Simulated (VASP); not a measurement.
# Sr (Fm-3m) in VASP: further runs

Runs on Sr. Level: HSE06. Tasks: single point.

Everything below comes from runs of VASP 6.6.1. Logs are shortened: lines on timing, memory, paths and dates and some standing lists are left out, and cuts for length are marked.

**1. The cell of the first run**

The structure is cubic, space group Fm-3m (No. 225). Conventional cell: a = 5.855 Å, b = 5.855 Å, c = 5.855 Å, α = 90.00°, β = 90.00°, γ = 90.00°. Sr (site symmetry m-3m) has 12 Sr at 4.14 Å within 5.4 Å.

**2. Single point, HSE06**

Input file POSCAR:

```
Sr
1.0
    0.0000000000      2.9274923669      2.9274923669
    2.9274923669      0.0000000000      2.9274923669
    2.9274923669      2.9274923669      0.0000000000
Sr
1
Direct
    0.0000000000      0.0000000000      0.0000000000
```

Input file INCAR.step1:

```
SYSTEM = Sr
  PREC = Accurate
  ENCUT = 520
  EDIFF = 1E-5
  ISMEAR = -1
  SIGMA = 0.1
  LREAL = .False.
  LASPH = .True.
  NELM = 80
  ALGO = Normal
  ISIF = 2
  LWAVE = .True.
  GGA = PE
  NBANDS = 11
```

Input file INCAR.step2:

```
SYSTEM = Sr
  PREC = Accurate
  ENCUT = 520
  EDIFF = 1E-7
  ISMEAR = -1
  SIGMA = 0.1
  LREAL = .False.
  LASPH = .True.
  NELM = 80
  ALGO = Normal
  ISIF = 2
  LWAVE = .False.
  LCHARG = .True.
  GGA = PE
  LHFCALC = .True.
  HFSCREEN = 0.2079
  PRECFOCK = Normal
  LELF = .True.
  LVHAR = .True.
  ISTART = 1
  NBANDS = 11
```

Input file KPOINTS:

```
regular mesh
0
Gamma
  6 6 6
  0 0 0
```

Potentials or basis: VASP PAW PBE potentials, release 64 (Sr_sv).

Run with:

```sh
$ cat potpaw_PBE.64/Sr_sv/POTCAR > POTCAR
$ cp INCAR.step1 INCAR
$ mpirun -np 1 vasp_std > vasp.out
$ cp INCAR.step2 INCAR
$ mpirun -np 1 vasp_std > vasp.out
```

OUTCAR:

```text
SYSTEM = Sr
   PREC = Accurate
   ENCUT = 520
   EDIFF = 1E-7
   ISMEAR = -1
   LREAL = .False.
   LASPH = .True.
   NELM = 80
   ISIF = 2
   GGA = PE
   LHFCALC = .True.
   HFSCREEN = 0.2079
   PRECFOCK = Normal
   ISTART = 1

 ion  position               nearest neighbor table
   1  0.000  0.000  0.000-

  LATTYP: Found a face centered cubic cell.
 ALAT       =     5.8549847338

  Lattice vectors:

 A1 = (   0.0000000000,   2.9274923669,   2.9274923669)
 A2 = (   2.9274923669,   0.0000000000,   2.9274923669)
 A3 = (   2.9274923669,   2.9274923669,   0.0000000000)

Analysis of symmetry for initial positions (statically):
=====================================================================
 Subroutine PRICEL returns:
 Original cell was already a primitive cell.

 Routine SETGRP: Setting up the symmetry group for a
 face centered cubic supercell.

 Subroutine GETGRP returns: Found 48 space group operations
 (whereof 48 operations were pure point group operations)
 out of a pool of 48 trial point group operations.

The static configuration has the point symmetry O_h .

Analysis of symmetry for dynamics (positions and initial velocities):
=====================================================================
 Subroutine PRICEL returns:
 Original cell was already a primitive cell.

 Routine SETGRP: Setting up the symmetry group for a
 face centered cubic supercell.

 Subroutine GETGRP returns: Found 48 space group operations
 (whereof 48 operations were pure point group operations)
 out of a pool of 48 trial point group operations.

The dynamic configuration has the point symmetry O_h .

 Subroutine INISYM returns: Found 48 space group operations
 (whereof 48 operations are pure point group operations),
 and found     1 'primitive' translations

----------------------------------------------------------------------------------------

                                     Primitive cell

  volume of cell :      50.1785

  direct lattice vectors                    reciprocal lattice vectors
     0.000000000  2.927492367  2.927492367    -0.170794638  0.170794638  0.170794638
     2.927492367  0.000000000  2.927492367     0.170794638 -0.170794638  0.170794638
     2.927492367  2.927492367  0.000000000     0.170794638  0.170794638 -0.170794638

  length of vectors
     4.140099409  4.140099409  4.140099409     0.295824991  0.295824991  0.295824991
[... 82 lines left out ...]
   NUPDOWN=      -1.0000    fix difference up-down
   EMIN   =  10.00;   EMAX   =-10.00  energy-range for DOS
   EFERMI =   0.00;   METHOD = LEGACY
   ISMEAR =    -1;   SIGMA  =   0.10  broadening in eV -4-tet -1-fermi 0-gaus
   EFERMI_NEDOS =   21; number of points for ismear=-14 and -15
   IALGO  =     38    algorithm
   IMIX   =      1    mixing-type and parameters
     AMIX     =   0.40;   BMIX     =  1.00
     AMIX_MAG =   1.60;   BMIX_MAG =  1.00
  volume/ion in A,a.u.               =      50.18       338.62
  Fermi-wavevector in a.u.,A,eV,Ry     =   0.956245  1.807041 12.441222  0.914404
  Thomas-Fermi vector in A             =   2.085155
   LORBIT       =      0    0 simple, 1 ext, 2 COOP (PROOUT), +10 PAW based schemes
   GGA     = PE    functional components
   LHFCALC =     T    Hartree Fock is set to
   PRECFOCK=normal    Normal, Fast or Accurate (Low or Medium for compatibility)
   ENCUT4O =  -1.0   cutoff for four orbital integrals eV
   NKREDX  =     1    reduce k-point grid by
   NKREDY  =     1    reduce k-point grid by
   NKREDZ  =     1    reduce k-point grid by
   AEXX    =    0.2500 exact exchange contribution
   HFSCREEN=    0.2079 screening length (either q_TF or 0.3 A-1)
   HFSCREENC=   0.2079 screening length for correlation (either q_TF or 0.3 A-1)
   ENCUTFOCK=  -1.0 apply spherical cutoff to Coloumb kernel
   IVDW    =     0    specifies the selected vdW correction
   LEPSILON=     F    determine dielectric tensor
   LRPA    =     F    only Hartree local field effects (RPA)
 non-spin polarized calculation
  energy-cutoff  :      520.00
  volume of cell :       50.18
 maximum number of plane-waves:      1363
  NGX = 24; NGY = 24; NGZ = 24

 number of electron      10.0000000 magnetization

 Free energy of the ion-electron system (eV)
  ---------------------------------------------------
  ext. energy  EPLUGINS =         0.00000000
  ---------------------------------------------------
  free energy    TOTEN  =        -1.56853186 eV

  energy without entropy =       -1.52401853  energy(sigma->0) =       -1.54627520

 E-fermi :   2.0036     XC(G=0):  -6.4285

 val. band max:        2.0029016681   @ k =   0.5000   0.0000   0.0000
 cond. band min:       2.1216141198   @ k =  -0.3333   0.3333   0.1667
 fundamental gap:      0.1187124517
 Fermi energy:         2.0035643402

 k-point     1 :       0.0000    0.0000    0.0000
  band No.  band energies     occupation
      1     -37.4902      2.00000
      2     -18.0593      2.00000
      3     -18.0593      2.00000
      4     -18.0593      2.00000
      5      -2.5192      2.00000
      6       4.9893      0.00000
      7       4.9893      0.00000
      8       4.9893      0.00000
      9       6.7179      0.00000
     10       6.7179      0.00000
     11       9.8354      0.00000
[... 197 lines left out ...]
 k-point    16 :      -0.3333    0.5000    0.1667
  band No.  band energies     occupation
      1     -37.4598      2.00000
      2     -18.2842      2.00000
      3     -18.2021      2.00000
      4     -18.1649      2.00000
      5       1.7117      1.89748
      6       2.7273      0.00144
      7       3.0741      0.00004
      8       5.3887      0.00000
      9       8.3431      0.00000
     10       8.4256      0.00000
     11       8.5389      0.00000

------------------------ aborting loop because EDIFF is reached ----------------------------------------

  FORCE on cell =-STRESS in cart. coord.  units (eV):
  Direction    XX          YY          ZZ          XY          YZ          ZX
  --------------------------------------------------------------------------------------
  -------------------------------------------------------------------------------------
  Total        0.5876365      0.5876365      0.5876365      0.0000000     -0.0000000      0.0000000
  in kB       18.7629898     18.7629898     18.7629898      0.0000000     -0.0000000      0.0000000
  external PRESSURE =      18.7629898 kB  Pullay stress =       0.0000000 kB

 VOLUME and BASIS-vectors are now :
 -----------------------------------------------------------------------------
  energy-cutoff  :      520.00
  volume of cell :       50.18
      direct lattice vectors                 reciprocal lattice vectors
     0.000000000  2.927492367  2.927492367    -0.170794638  0.170794638  0.170794638
     2.927492367  0.000000000  2.927492367     0.170794638 -0.170794638  0.170794638
     2.927492367  2.927492367  0.000000000     0.170794638  0.170794638 -0.170794638

 POSITION                                       TOTAL-FORCE (eV/Angst)
 -----------------------------------------------------------------------------------
      0.00000      0.00000      0.00000        -0.000000     -0.000000     -0.000000
 -----------------------------------------------------------------------------------
    total drift:                                0.000000      0.000000      0.000000

  FREE ENERGIE OF THE ION-ELECTRON SYSTEM (eV)
  ---------------------------------------------------
  free  energy   TOTEN  =        -1.5685318563 eV

  energy  without entropy=       -1.5240185342  energy(sigma->0) =       -1.54627520
```

OUTCAR.step1:

```text
SYSTEM = Sr
   PREC = Accurate
   ENCUT = 520
   EDIFF = 1E-5
   ISMEAR = -1
   LREAL = .False.
[... 430 lines left out ...]
 -----------------------------------------------------------------------------------
      0.00000      0.00000      0.00000         0.000000      0.000000      0.000000
 -----------------------------------------------------------------------------------
    total drift:                                0.000000      0.000000     -0.000000

  FREE ENERGIE OF THE ION-ELECTRON SYSTEM (eV)
  ---------------------------------------------------
  free  energy   TOTEN  =        -1.6268917359 eV

  energy  without entropy=       -1.5721118317  energy(sigma->0) =       -1.59950178
```

OSZICAR.step1:

```text
N       E                     dE             d eps       ncg     rms          rms(c)
DAV:   1     0.375442396973E+02    0.37544E+02   -0.49233E+03   352   0.799E+02
DAV:   2    -0.195816177209E+00   -0.37740E+02   -0.36985E+02   422   0.158E+02
DAV:   3    -0.158421408977E+01   -0.13884E+01   -0.13723E+01   496   0.243E+01
DAV:   4    -0.162796912968E+01   -0.43755E-01   -0.43474E-01   471   0.373E+00
DAV:   5    -0.162868870686E+01   -0.71958E-03   -0.71954E-03   504   0.442E-01    0.123E+01
DAV:   6    -0.162749897950E+01    0.11897E-02   -0.64026E-03   416   0.901E-01    0.701E+00
DAV:   7    -0.162687943866E+01    0.61954E-03   -0.11036E-02   399   0.118E+00    0.273E-01
DAV:   8    -0.162686733033E+01    0.12108E-04   -0.12197E-03   557   0.205E-01    0.692E-02
DAV:   9    -0.162688105008E+01   -0.13720E-04   -0.73195E-06   346   0.261E-02    0.305E-02
DAV:  10    -0.162689233053E+01   -0.11280E-04   -0.52263E-06   245   0.237E-02    0.605E-03
DAV:  11    -0.162689173595E+01    0.59459E-06   -0.43242E-07   221   0.517E-03
   1 F= -.16268917E+01 E0= -.15995018E+01  d E =-.547799E-01
```

Wall time 29 min (1 thread of AMD EPYC 7R13 (Zen 3), shared host); peak memory 0.26 GiB.

Results:

| Property | Result |
| --- | --- |
| Free energy | -1.5685 eV |
| Pressure | 1.9 GPa |

Levels at points of the mesh, in eV from the Fermi level:
```tsv
k point	band 3	band 4	band 5	band 6	band 7	band 8
(0.00, 0.00, 0.00)	-20.06	-20.06	-4.52	2.99	2.99	2.99
(0.50, 0.00, 0.00)	-20.10	-20.10	-1.22	0.00	2.76	2.76
(0.50, 0.50, 0.00)	-20.16	-20.16	-0.86	0.60	1.31	5.97
```

Caveat: the PAW data sets were made with another functional, which shifts forces and pressure a little.

[end of part 1 of 2]
